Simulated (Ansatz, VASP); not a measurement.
**Two plane-wave programs on TiAl2**

```
Ti Al
1.0
     1.97955   -6.04720    0.00000
     1.97955    6.04720    0.00000
     0.00000    0.00000    4.03150
Ti Al
2 4
Direct
  0.64900 0.35100 0.00000
  0.35100 0.64900 0.00000
  0.00000 0.00000 0.00000
  0.82400 0.17600 0.50000
  0.17600 0.82400 0.50000
  0.50000 0.50000 0.50000
```

Alike in both runs: task single point; functional PBEsol; k mesh 10 × 10 × 10; no spin polarisation.

```csv
,VASP,Ansatz
version,VASP 6.6.1,Ansatz 0.2.0
potentials or method,"VASP PAW PBE potentials, release 64 (Ti_sv, Al), cutoff 520 eV","scalar-relativistic, plane waves, PAW"
occupations,"methfessel-paxton of order 1, width 0.05 eV","cold, width 0.05 eV"
valence electrons in the cell,36,36
```

```tsv
	VASP	Ansatz	Ansatz less VASP
gap on the k mesh at the Fermi level (eV)	none	none	-
pressure (GPa)	-2.8	-2.8	-0.06
traceless stress, the component that is largest in VASP (GPa)	1.76	1.77	+0.005
rms of the force components (eV/Å)	0.294	0.292	-0.0014
```

VASP's potentials were made for PBE, not for PBEsol. Atom by atom the forces differ by 0.002 eV/Å (rms over components). A gap of «none» marks a metal or a gap that the smearing closes.
